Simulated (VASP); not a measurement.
Crystal: TiCo3.

```
Ti Co
1.0
     3.37443    0.00000    0.00000
     0.00000    3.37443    0.00000
     0.00000    0.00000    3.37443
Ti Co
1 3
Direct
  0.00000 0.00000 0.00000
  0.00000 0.50000 0.50000
  0.50000 0.00000 0.50000
  0.50000 0.50000 0.00000
```

Base run:

```yaml
Program: VASP 6.6.1
Functional: PBEsol
Potentials_or_basis: VASP PAW PBE potentials, release 64 (Ti_sv, Co)
Cutoff: 520 eV
k_mesh: 12 × 12 × 12
Occupations: gaussian, width 0.15 eV
Spin: collinear spin, ferromagnetic start
Starting_moments: "[0.7, 1.54, 1.54, 1.54] μB"
Fixed_moment: 5.32 μB
```

Its results: pressure 65.8 GPa; site moments Ti +0.42; Co +1.58 μB.

**Question.** The run is repeated on the same cell with these changes: fixed moment from 5.32 μB to 6.08 μB; moments at the start from [0.7, 1.54, 1.54, 1.54] to [0.8, 1.76, 1.76, 1.76]. What comes out?

**Answer.** Pressure 72.5 GPa; site moments Ti +0.58; Co +1.76 μB.

Caveats: the cell stands under pressure; the PAW data sets were made with another functional, which shifts forces and pressure a little; the total moment is fixed, so each spin has its own Fermi level.
